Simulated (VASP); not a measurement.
# WC (P-6m2) in VASP: further runs

The runs below take WC through single point, with PBEsol.

Everything below comes from runs of VASP 6.6.1. Logs are shortened: lines on timing, memory, paths and dates and some standing lists are left out, and cuts for length are marked.

### Step 1. The cell of the first run

It takes space group P-6m2 (No. 187, hexagonal). Conventional cell: a = 2.926 Å, b = 2.926 Å, c = 2.701 Å, α = 90.00°, β = 90.00°, γ = 120.00°. Within 3.0 Å of W (site symmetry -6m2) lie 6 C at 2.16 Å and 8 W at 2.70 to 2.93 Å. Within 3.0 Å of C (site symmetry -6m2) lie 6 W at 2.16 Å and 8 C at 2.70 to 2.93 Å.

### Step 2. Single point, PBEsol (uniaxial strain along c: -4.5 %, then relaxed in part)

Input file INCAR:

```
PREC = Accurate ; ENCUT = 520
EDIFF = 1E-7 ; ISMEAR = 0
SIGMA = 0.1 ; LREAL = F
LASPH = T ; NELM = 60
ALGO = Normal ; ISIF = 2
LWAVE = F ; LCHARG = F
GGA = PS ; NBANDS = 16
```

Input file KPOINTS:

```
regular mesh
0
Gamma
  24 24 18
```

Input file POSCAR:

```
WC
1.0
    2.9260757007      0.0000000000      0.0000000000
   -1.4630378503      2.5340558902      0.0000000000
    0.0000000000      0.0000000000      2.7005077970
W C
1 1
Direct
    0.0000000007     -0.0000000007      0.0000000000
    0.6666666659      0.3333333341      0.5000000000
```

Potentials or basis: VASP PAW PBE potentials, release 64 (W_sv, C).

Command:

```
$ cat potpaw_PBE.64/W_sv/POTCAR potpaw_PBE.64/C/POTCAR > POTCAR
$ mpirun -np 1 vasp_std > vasp.out
```

OUTCAR:

```text
PREC = Accurate
   ENCUT = 520
   EDIFF = 1E-7
   ISMEAR = 0
   LREAL = F
   LASPH = T
   NELM = 60
   ISIF = 2
   GGA = PS

 ion  position               nearest neighbor table
   1  0.000  1.000  0.000-   2 2.16   2 2.16   2 2.16   2 2.16   2 2.16   2 2.16
   2  0.667  0.333  0.500-   1 2.16   1 2.16   1 2.16   1 2.16   1 2.16   1 2.16

  LATTYP: Found a hexagonal cell.
 ALAT       =     2.9260757007
 C/A-ratio  =     0.9229111182

  Lattice vectors:

 A1 = (   2.9260757007,   0.0000000000,   0.0000000000)
 A2 = (  -1.4630378503,   2.5340558902,   0.0000000000)
 A3 = (   0.0000000000,   0.0000000000,   2.7005077970)

Analysis of symmetry for initial positions (statically):
=====================================================================
 Subroutine PRICEL returns:
 Original cell was already a primitive cell.

 Routine SETGRP: Setting up the symmetry group for a
 hexagonal supercell.

 Subroutine GETGRP returns: Found 12 space group operations
 (whereof 12 operations were pure point group operations)
 out of a pool of 24 trial point group operations.

The static configuration has the point symmetry D_3h.

Analysis of symmetry for dynamics (positions and initial velocities):
=====================================================================
 Subroutine PRICEL returns:
 Original cell was already a primitive cell.

 Routine SETGRP: Setting up the symmetry group for a
 hexagonal supercell.

 Subroutine GETGRP returns: Found 12 space group operations
 (whereof 12 operations were pure point group operations)
 out of a pool of 24 trial point group operations.

The dynamic configuration has the point symmetry D_3h.

 Subroutine INISYM returns: Found 12 space group operations
 (whereof 12 operations are pure point group operations),
 and found     1 'primitive' translations

----------------------------------------------------------------------------------------

                                     Primitive cell

  volume of cell :      20.0238

  direct lattice vectors                    reciprocal lattice vectors
     2.926075701  0.000000000  0.000000000     0.341754658  0.197312144  0.000000000
    -1.463037850  2.534055890  0.000000000     0.000000000  0.394624287  0.000000000
     0.000000000  0.000000000  2.700507797     0.000000000  0.000000000  0.370300727

  length of vectors
     2.926075701  2.926075701  2.700507797     0.394624287  0.394624287  0.370300727

  position of ions in fractional coordinates (direct lattice)
     0.000000001  0.999999999  0.000000000
     0.666666666  0.333333334  0.500000000

  ion indices of the primitive-cell ions
   primitive index   ion index
                 1           1
                 2           2

----------------------------------------------------------------------------------------

 KPOINTS: regular mesh

Automatic generation of k-mesh.
 Grid dimensions read from file:
 generate k-points for:   24   24   18

 Generating k-lattice:

  Cartesian coordinates                     Fractional coordinates (reciprocal lattice)
     0.014239777  0.008221339  0.000000000     0.041666667 -0.000000000  0.000000000
     0.000000000  0.016442679  0.000000000     0.000000000  0.041666667  0.000000000
     0.000000000  0.000000000  0.020572263     0.000000000  0.000000000  0.055555556

  Length of vectors
     0.016442679  0.016442679  0.020572263

  Shift w.r.t. Gamma in fractional coordinates (k-lattice)
     0.000000000  0.000000000  0.000000000

 Subroutine IBZKPT returns following result:
 ===========================================

 Found    610 irreducible k-points:

 Following reciprocal coordinates:
            Coordinates               Weight
  0.000000  0.000000  0.000000      1.000000
  0.041667  0.000000  0.000000      6.000000
  0.083333 -0.000000  0.000000      6.000000
  0.125000  0.000000  0.000000      6.000000
  0.166667  0.000000  0.000000      6.000000
  0.208333 -0.000000  0.000000      6.000000
[... 16 lines left out ...]
  0.416667  0.041667  0.000000     12.000000
  0.458333  0.041667  0.000000     12.000000
 [... further k-points ...]
   k-points           NKPTS =    610   k-points in BZ     NKDIM =    610   number of bands    NBANDS=     16
   number of dos      NEDOS =    301   number of ions     NIONS =      2
   total plane-waves  NPLWV =  11520
   dimension x,y,z NGX =    24 NGY =   24 NGZ =   20
   dimension x,y,z NGXF=    48 NGYF=   48 NGZF=   40
   ions per type =               1   1
   NGX,Y,Z   is equivalent  to a cutoff of  13.64, 13.64, 12.31 a.u.
   NGXF,Y,Z  is equivalent  to a cutoff of  27.27, 27.27, 24.62 a.u.
 SYSTEM =  unknown system
   PREC   = accura    normal or accurate (medium, high low for compatibility)
   ISTART =      0    job   : 0-new  1-cont  2-samecut
   ICHARG =      2    charge: 1-file 2-atom 10-const
   ISPIN  =      1    spin polarized calculation?
   LNONCOLLINEAR =      F non collinear calculations
   LSORBIT =      F    spin-orbit coupling
   LASPH  =      T    aspherical Exc in radial PAW
   ENCUT  =  520.0 eV  38.22 Ry    6.18 a.u.   5.44  5.44  5.02*2*pi/ulx,y,z
   NELM   =     60;   NELMIN=  2; NELMDL= -5     # of ELM steps
   EDIFF  = 0.1E-06   stopping-criterion for ELM
   LREAL  =      F    real-space projection
   EDIFFG = 0.1E-05   stopping-criterion for IOM
   NSW    =      0    number of steps for IOM
   IBRION =     -1    ionic relax: 0-MD 1-quasi-New 2-CG
   NFREE  =      0    steps in history (QN), initial steepest desc. (CG)
   ISIF   =      2    stress and relaxation
   ISYM   =      2    0-nonsym 1-usesym 2-fastsym
   POTIM  = 0.5000    time-step for ionic-motion
   TEBEG  =    0.0;   TEEND  =   0.0 temperature during run
   PSTRESS=    0.0 pullay stress
   NELECT =      18.0000    total number of electrons
   NUPDOWN=      -1.0000    fix difference up-down
   EMIN   =  10.00;   EMAX   =-10.00  energy-range for DOS
   EFERMI =   0.00;   METHOD = LEGACY
   ISMEAR =     0;   SIGMA  =   0.10  broadening in eV -4-tet -1-fermi 0-gaus
   EFERMI_NEDOS =   21; number of points for ismear=-14 and -15
   IALGO  =     38    algorithm
   IMIX   =      4    mixing-type and parameters
     AMIX     =   0.40;   BMIX     =  1.00
     AMIX_MAG =   1.60;   BMIX_MAG =  1.00
  volume/ion in A,a.u.               =      10.01        67.56
  Fermi-wavevector in a.u.,A,eV,Ry     =   1.579974  2.985718 33.964466  2.496318
  Thomas-Fermi vector in A             =   2.680272
   LORBIT       =      0    0 simple, 1 ext, 2 COOP (PROOUT), +10 PAW based schemes
   GGA     = PS    functional components
   LHFCALC =     F    Hartree Fock is set to
   AEXX    =    0.0000 exact exchange contribution
   IVDW    =     0    specifies the selected vdW correction
   LEPSILON=     F    determine dielectric tensor
   LRPA    =     F    only Hartree local field effects (RPA)
 non-spin polarized calculation
 Gauss-broadening in eV      SIGMA  =   0.10
  energy-cutoff  :      520.00
  volume of cell :       20.02
 maximum number of plane-waves:       568
 NGX is ok and might be reduce to    24
   NGX = 11   NGY = 11   NGZ = 11

 number of electron      18.0000002 magnetization

 Free energy of the ion-electron system (eV)
  ---------------------------------------------------
  ext. energy  EPLUGINS =         0.00000000
  ---------------------------------------------------
  free energy    TOTEN  =       -23.76415634 eV

  energy without entropy =      -23.76246476  energy(sigma->0) =      -23.76331055

 E-fermi :  11.5079     XC(G=0): -14.1114

 val. band max:       11.5068645755   @ k =   0.0833  -0.0000   0.0556
 cond. band min:      11.5283259940   @ k =   0.1250   0.0417   0.3889
 fundamental gap:      0.0214614186
 Fermi energy:        11.5079120853

 k-point     1 :       0.0000    0.0000    0.0000
  band No.  band energies     occupation
      1     -62.3864      2.00000
      2     -26.3410      2.00000
      3     -26.3410      2.00000
      4     -26.2201      2.00000
      5      -3.2756      2.00000
      6       6.9376      2.00000
[... 8 lines left out ...]
     15      26.5331      0.00000
     16      28.1354      0.00000

 k-point     2 :       0.0417    0.0000    0.0000
  band No.  band energies     occupation
      1     -62.3855      2.00000
      2     -26.3555      2.00000
      3     -26.3442      2.00000
      4     -26.2184      2.00000
      5      -3.2287      2.00000
      6       6.9318      2.00000
[... 8 lines left out ...]
     15      26.3465      0.00000
     16      28.2323      0.00000

 k-point     3 :       0.0833   -0.0000    0.0000
  band No.  band energies     occupation
      1     -62.3827      2.00000
      2     -26.3978      2.00000
      3     -26.3538      2.00000
      4     -26.2133      2.00000
      5      -3.0900      2.00000
      6       6.8599      2.00000
[... 8 lines left out ...]
     15      26.0122      0.00000
     16      28.5158      0.00000

 k-point     4 :       0.1250    0.0000    0.0000
  band No.  band energies     occupation
      1     -62.3784      2.00000
      2     -26.4647      2.00000
      3     -26.3690      2.00000
      4     -26.2052      2.00000
      5      -2.8661      2.00000
      6       6.6251      2.00000
[... 8 lines left out ...]
     15      25.7268      0.00000
     16      28.9662      0.00000
[... 324 lines left out ...]
 k-point    22 :       0.3750    0.0417    0.0000
  band No.  band energies     occupation
      1     -62.3366      2.00000
      2     -27.0620      2.00000
      3     -26.5183      2.00000
      4     -26.1275      2.00000
      5      -0.3813      2.00000
      6       4.4140      2.00000
[... 8 lines left out ...]
     15      25.9827      0.00000
     16      28.3267      0.00000

 k-point    23 :       0.4167    0.0417    0.0000
  band No.  band energies     occupation
      1     -62.3330      2.00000
      2     -27.1109      2.00000
      3     -26.5309      2.00000
      4     -26.1208      2.00000
      5      -0.1145      2.00000
      6       4.2598      2.00000
[... 8 lines left out ...]
     15      25.2957      0.00000
     16      28.9555      0.00000

 k-point    24 :       0.4583    0.0417    0.0000
  band No.  band energies     occupation
      1     -62.3311      2.00000
      2     -27.1361      2.00000
      3     -26.5373      2.00000
      4     -26.1173      2.00000
      5       0.0299      2.00000
      6       4.1812      2.00000
[... 8 lines left out ...]
     15      24.9106      0.00000
     16      29.3490      0.00000

 [... further k-points ...]

------------------------ aborting loop because EDIFF is reached ----------------------------------------

  FORCE on cell =-STRESS in cart. coord.  units (eV):
  Direction    XX          YY          ZZ          XY          YZ          ZX
  --------------------------------------------------------------------------------------
  -------------------------------------------------------------------------------------
  Total        0.1670381      0.1670381      6.0025745      0.0000000      0.0000000     -0.0000000
  in kB       13.3653097     13.3653097    480.2871370      0.0000000      0.0000000     -0.0000000
  external PRESSURE =     169.0059188 kB  Pullay stress =       0.0000000 kB

 VOLUME and BASIS-vectors are now :
 -----------------------------------------------------------------------------
  energy-cutoff  :      520.00
  volume of cell :       20.02
      direct lattice vectors                 reciprocal lattice vectors
     2.926075701  0.000000000  0.000000000     0.341754658  0.197312144  0.000000000
    -1.463037850  2.534055890  0.000000000     0.000000000  0.394624287  0.000000000
     0.000000000  0.000000000  2.700507797     0.000000000  0.000000000  0.370300727

 POSITION                                       TOTAL-FORCE (eV/Angst)
 -----------------------------------------------------------------------------------
     -1.46304      2.53406      0.00000         0.000000     -0.000000      0.000000
      1.46304      0.84469      1.35025        -0.000000      0.000000      0.000000
 -----------------------------------------------------------------------------------
    total drift:                               -0.000002      0.000001     -0.000000

  FREE ENERGIE OF THE ION-ELECTRON SYSTEM (eV)
  ---------------------------------------------------
  free  energy   TOTEN  =       -23.7641563450 eV

  energy  without entropy=      -23.7624647559  energy(sigma->0) =      -23.76331055
```

Run time: 64 s. Hardware: 1 thread of Intel Xeon Platinum 8488C (Sapphire Rapids), shared host; peak memory 0.3 GiB.

Results:

```yaml
Free_energy: -23.7642 eV
Pressure: 16.9 GPa
Band_gap_on_the_k_mesh: zero (bands 9 and 10 overlap by 1.45 eV)
```

Caveat: the cell differs from its parent crystal (uniaxial strain along c: -4.5 %, then relaxed in part); the cell stands under pressure; the PAW data sets were made with another functional, which shifts forces and pressure a little; spin-orbit coupling is left out, which moves the levels of the heavy elements.

(Part 1 of 2 ends here.)
